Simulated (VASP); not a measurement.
# Sb (Im-3m) in VASP: further runs

Sb is run at these levels: LDA; tasks: density of states.

Everything below comes from runs of VASP 6.6.1. Logs are shortened: lines on timing, memory, paths and dates and some standing lists are left out, and cuts for length are marked.

### Step 1. The cell of the first run

It takes space group Im-3m (No. 229, cubic). The conventional cell has a = 2.841 Å, b = 2.841 Å, c = 2.841 Å, α = 90.00°, β = 90.00°, γ = 90.00°. Sb (site symmetry m-3m) has 14 Sb at 2.46 to 2.84 Å within 3.2 Å.

### Step 2. Density of states, LDA (volume scaled by 0.45)

Input file POSCAR:

```
Sb
1.0
   -1.4203279566      1.4203279566      1.4203279566
    1.4203279566     -1.4203279566      1.4203279566
    1.4203279566      1.4203279566     -1.4203279566
Sb
1
Direct
    0.0000000000      0.0000000000      0.0000000000
```

Input file INCAR.step1:

```
PREC     = Accurate       # precision mode
ENCUT    = 520            # plane-wave cutoff, eV
EDIFF    = 1E-6           # SCF threshold, eV
ISMEAR   = -1             # smearing method
SIGMA    = 0.08           # smearing width, eV
LREAL    = F              # projectors in reciprocal space
LASPH    = T              # aspherical terms in the spheres
NELM     = 60             # most SCF steps
ALGO     = Normal         # electronic algorithm
ISIF     = 2              # what is computed and relaxed
LWAVE    = F              # write WAVECAR
LCHARG   = T              # write CHGCAR
GGA      = CA             # functional
NBANDS   = 8              # bands
```

Input file KPOINTS.step1:

```
Automatic mesh
0
Gamma
  14 14 14
```

Input file INCAR.step2:

```
PREC     = Accurate       # precision mode
ENCUT    = 520            # plane-wave cutoff, eV
EDIFF    = 1E-6           # SCF threshold, eV
ISMEAR   = -5             # smearing method
SIGMA    = 0.08           # smearing width, eV
LREAL    = F              # projectors in reciprocal space
LASPH    = T              # aspherical terms in the spheres
NELM     = 60             # most SCF steps
ALGO     = Normal         # electronic algorithm
ISIF     = 2              # what is computed and relaxed
LWAVE    = F              # write WAVECAR
LCHARG   = F              # write CHGCAR
GGA      = CA             # functional
LORBIT   = 11             # projections on sites
NEDOS    = 1001           # points of the DOS
ICHARG   = 11             # starting density
```

Input file KPOINTS.step2:

```
Automatic mesh
0
Gamma
  21 21 21
```

Potentials or basis: VASP PAW LDA potentials, release 64 (Sb).

The run is started by

```console
$ cat potpaw_LDA.64/Sb/POTCAR > POTCAR
$ cp INCAR.step1 INCAR
$ cp KPOINTS.step1 KPOINTS
$ mpirun -np 1 vasp_std > vasp.out
$ cp INCAR.step2 INCAR
$ cp KPOINTS.step2 KPOINTS
$ mpirun -np 1 vasp_std > vasp.out
```

OUTCAR:

```text
PREC = Accurate
   ENCUT = 520
   EDIFF = 1E-6
   ISMEAR = -5
   LREAL = F
   LASPH = T
   NELM = 60
   ISIF = 2
   GGA = CA
   LORBIT = 11
   ICHARG = 11

 ion  position               nearest neighbor table
   1  0.000  0.000  0.000-

  LATTYP: Found a body centered cubic cell.
 ALAT       =     2.8406559132

  Lattice vectors:

 A1 = (  -1.4203279566,   1.4203279566,   1.4203279566)
 A2 = (   1.4203279566,  -1.4203279566,   1.4203279566)
 A3 = (   1.4203279566,   1.4203279566,  -1.4203279566)

Analysis of symmetry for initial positions (statically):
=====================================================================
 Subroutine PRICEL returns:
 Original cell was already a primitive cell.

 Routine SETGRP: Setting up the symmetry group for a
 body centered cubic supercell.

 Subroutine GETGRP returns: Found 48 space group operations
 (whereof 48 operations were pure point group operations)
 out of a pool of 48 trial point group operations.

The static configuration has the point symmetry O_h .

Analysis of symmetry for dynamics (positions and initial velocities):
=====================================================================
 Subroutine PRICEL returns:
 Original cell was already a primitive cell.

 Routine SETGRP: Setting up the symmetry group for a
 body centered cubic supercell.

 Subroutine GETGRP returns: Found 48 space group operations
 (whereof 48 operations were pure point group operations)
 out of a pool of 48 trial point group operations.

The dynamic configuration has the point symmetry O_h .

 Subroutine INISYM returns: Found 48 space group operations
 (whereof 48 operations are pure point group operations),
 and found     1 'primitive' translations

----------------------------------------------------------------------------------------

                                     Primitive cell

  volume of cell :      11.4611

  direct lattice vectors                    reciprocal lattice vectors
    -1.420327957  1.420327957  1.420327957     0.000000000  0.352031373  0.352031373
     1.420327957 -1.420327957  1.420327957     0.352031373  0.000000000  0.352031373
     1.420327957  1.420327957 -1.420327957     0.352031373  0.352031373  0.000000000

  length of vectors
     2.460080184  2.460080184  2.460080184     0.497847541  0.497847541  0.497847541

  position of ions in fractional coordinates (direct lattice)
     0.000000000  0.000000000  0.000000000

  ion indices of the primitive-cell ions
   primitive index   ion index
                 1           1

----------------------------------------------------------------------------------------

 KPOINTS: Automatic mesh

Automatic generation of k-mesh.
 Grid dimensions read from file:
 generate k-points for:   21   21   21

 Generating k-lattice:

  Cartesian coordinates                     Fractional coordinates (reciprocal lattice)
     0.000000000  0.016763399  0.016763399     0.047619048  0.000000000  0.000000000
     0.016763399  0.000000000  0.016763399     0.000000000  0.047619048  0.000000000
     0.016763399  0.016763399  0.000000000     0.000000000  0.000000000  0.047619048

  Length of vectors
     0.023707026  0.023707026  0.023707026

  Shift w.r.t. Gamma in fractional coordinates (k-lattice)
     0.000000000  0.000000000  0.000000000

 TETIRR: Found  10986 inequivalent tetrahedra from    55566

 Subroutine IBZKPT returns following result:
 ===========================================

 Found    286 irreducible k-points:

 Following reciprocal coordinates:
            Coordinates               Weight
  0.000000  0.000000  0.000000      1.000000
  0.047619  0.000000  0.000000     12.000000
  0.095238  0.000000  0.000000     12.000000
  0.142857  0.000000  0.000000     12.000000
  0.190476  0.000000  0.000000     12.000000
  0.238095  0.000000  0.000000     12.000000
[... 16 lines left out ...]
  0.142857  0.095238  0.000000     48.000000
  0.190476  0.095238  0.000000     48.000000
 [... further k-points ...]
   k-points           NKPTS =    286   k-points in BZ     NKDIM =    286   number of bands    NBANDS=      6
   number of dos      NEDOS =   1001   number of ions     NIONS =      1
   total plane-waves  NPLWV =   5832
   dimension x,y,z NGX =    18 NGY =   18 NGZ =   18
   dimension x,y,z NGXF=    36 NGYF=   36 NGZF=   36
   ions per type =               1
   NGX,Y,Z   is equivalent  to a cutoff of  12.16, 12.16, 12.16 a.u.
   NGXF,Y,Z  is equivalent  to a cutoff of  24.33, 24.33, 24.33 a.u.
 SYSTEM =  unknown system
   PREC   = accura    normal or accurate (medium, high low for compatibility)
   ISTART =      0    job   : 0-new  1-cont  2-samecut
   ICHARG =     11    charge: 1-file 2-atom 10-const
   ISPIN  =      1    spin polarized calculation?
   LNONCOLLINEAR =      F non collinear calculations
   LSORBIT =      F    spin-orbit coupling
   LASPH  =      T    aspherical Exc in radial PAW
   ENCUT  =  520.0 eV  38.22 Ry    6.18 a.u.   4.57  4.57  4.57*2*pi/ulx,y,z
   NELM   =     60;   NELMIN=  2; NELMDL=  0     # of ELM steps
   EDIFF  = 0.1E-05   stopping-criterion for ELM
   LREAL  =      F    real-space projection
[... 7 lines left out ...]
   TEBEG  =    0.0;   TEEND  =   0.0 temperature during run
   PSTRESS=    0.0 pullay stress
   NELECT =       5.0000    total number of electrons
   NUPDOWN=      -1.0000    fix difference up-down
   EMIN   =  10.00;   EMAX   =-10.00  energy-range for DOS
   EFERMI =   0.00;   METHOD = LEGACY
   ISMEAR =    -5;   SIGMA  =   0.08  broadening in eV -4-tet -1-fermi 0-gaus
   EFERMI_NEDOS =   21; number of points for ismear=-14 and -15
   IALGO  =     38    algorithm
   IMIX   =      4    mixing-type and parameters
     AMIX     =   0.40;   BMIX     =  1.00
     AMIX_MAG =   1.60;   BMIX_MAG =  1.00
  volume/ion in A,a.u.               =      11.46        77.34
  Fermi-wavevector in a.u.,A,eV,Ry     =   1.241622  2.346326 20.975097  1.541626
  Thomas-Fermi vector in A             =   2.376012
   LORBIT       =     11    0 simple, 1 ext, 2 COOP (PROOUT), +10 PAW based schemes
   GGA     = CA    functional components
   LHFCALC =     F    Hartree Fock is set to
   AEXX    =    0.0000 exact exchange contribution
   IVDW    =     0    specifies the selected vdW correction
   LEPSILON=     F    determine dielectric tensor
   LRPA    =     F    only Hartree local field effects (RPA)
 non-spin polarized calculation
 Fermi weights with tetrahedron method with Bloechl corrections
  energy-cutoff  :      520.00
  volume of cell :       11.46
 maximum number of plane-waves:       321

 number of electron       5.0000000 magnetization

 Free energy of the ion-electron system (eV)
  ---------------------------------------------------
  ext. energy  EPLUGINS =         0.00000000
  ---------------------------------------------------
  free energy    TOTEN  =         3.15731385 eV

  energy without entropy =        3.15731385  energy(sigma->0) =        3.15731385

 E-fermi :  25.8413     XC(G=0): -14.4500

 val. band max:       26.1669665767   @ k =   0.1429   0.1429   0.0952
 cond. band min:      25.5003207422   @ k =  -0.2381   0.3333   0.1429
 fundamental gap:     -0.6666458345
 Fermi energy:        25.8413052309

 k-point     1 :       0.0000    0.0000    0.0000
  band No.  band energies     occupation
      1       1.9818      2.00000
      2      35.8634      0.00000
      3      35.8634      0.00000
      4      35.8634      0.00000
      5      38.9725      0.00000
      6      38.9725      0.00000

 k-point     2 :       0.0476    0.0000    0.0000
  band No.  band energies     occupation
      1       2.0783      2.00000
      2      35.2562      0.00000
      3      35.7329      0.00000
      4      35.7658      0.00000
      5      38.5118      0.00000
      6      38.7387      0.00000

 k-point     3 :       0.0952    0.0000    0.0000
  band No.  band energies     occupation
      1       2.3686      2.00000
      2      33.7401      0.00000
      3      35.3880      0.00000
      4      35.4376      0.00000
      5      37.5089      0.00000
      6      38.1988      0.00000

 k-point     4 :       0.1429    0.0000    0.0000
  band No.  band energies     occupation
      1       2.8545      2.00000
      2      31.6704      0.00000
      3      34.6552      0.00000
      4      35.1095      0.00000
      5      36.3001      0.00000
      6      37.6240      0.00000

 k-point     5 :       0.1905    0.0000    0.0000
  band No.  band energies     occupation
      1       3.5387      2.00000
      2      29.2634     -0.00407
      3      33.6999      0.00000
      4      34.8098      0.00000
      5      35.0086      0.00000
      6      37.1522      0.00000
[... 136 lines left out ...]
 k-point    21 :       0.4762    0.0476    0.0000
  band No.  band energies     occupation
      1      12.2042      2.00000
      2      14.0082      2.00000
      3      28.8190     -0.00244
      4      29.6368      0.00000
      5      34.3575      0.00000
      6      36.7908      0.00000

 k-point    22 :       0.0952    0.0952    0.0000
  band No.  band energies     occupation
      1       3.1474      2.00000
      2      31.5679      0.00000
      3      32.2571      0.00000
      4      35.0826      0.00000
      5      35.9941      0.00000
      6      38.5978      0.00000

 k-point    23 :       0.1429    0.0952    0.0000
  band No.  band energies     occupation
      1       3.8339      2.00000
      2      29.4494     -0.00137
      3      30.9821      0.00000
      4      33.9428      0.00000
      5      35.8981      0.00000
      6      38.5629      0.00000

 k-point    24 :       0.1905    0.0952    0.0000
  band No.  band energies     occupation
      1       4.7218      2.00000
      2      26.8943      0.08075
      3      30.0142      0.00000
      4      32.8638      0.00000
      5      35.6678      0.00000
      6      38.6346      0.00000

 [... further k-points ...]
[... 5 lines left out ...]
  --------------------------------------------------------------------------------------
  -------------------------------------------------------------------------------------
  Total       27.1790924     27.1790924     27.1790924     -0.0000000      0.0000000     -0.0000000
  in kB     3799.4403904   3799.4403904   3799.4403904     -0.0000000      0.0000000     -0.0000000
  external PRESSURE =    3799.4403904 kB  Pullay stress =       0.0000000 kB

 VOLUME and BASIS-vectors are now :
 -----------------------------------------------------------------------------
  energy-cutoff  :      520.00
  volume of cell :       11.46
      direct lattice vectors                 reciprocal lattice vectors
    -1.420327957  1.420327957  1.420327957     0.000000000  0.352031373  0.352031373
     1.420327957 -1.420327957  1.420327957     0.352031373  0.000000000  0.352031373
     1.420327957  1.420327957 -1.420327957     0.352031373  0.352031373  0.000000000

 POSITION                                       TOTAL-FORCE (eV/Angst)
 -----------------------------------------------------------------------------------
      0.00000      0.00000      0.00000        -0.000000      0.000000     -0.000000
 -----------------------------------------------------------------------------------
    total drift:                               -0.000000      0.000000      0.000000

  FREE ENERGIE OF THE ION-ELECTRON SYSTEM (eV)
  ---------------------------------------------------
  free  energy   TOTEN  =         3.1573138477 eV

  energy  without entropy=        3.1573138477  energy(sigma->0) =        3.15731385

 total charge

# of ion       s       p       d       tot
------------------------------------------
    1        1.289   1.810   0.355   3.454
```

It took 14 s on 1 thread of Intel Xeon Platinum 8559C (Emerald Rapids), shared host; peak memory 0.14 GiB.

Results:

```yaml
Valence_electrons_inside_the_program's_atomic_spheres: Sb 3.45
```

Caveat: spin-orbit coupling is left out, which moves the levels of the heavy elements; tetrahedron occupations give inexact forces and stress in metals.

(Part 1 of 2 ends here.)
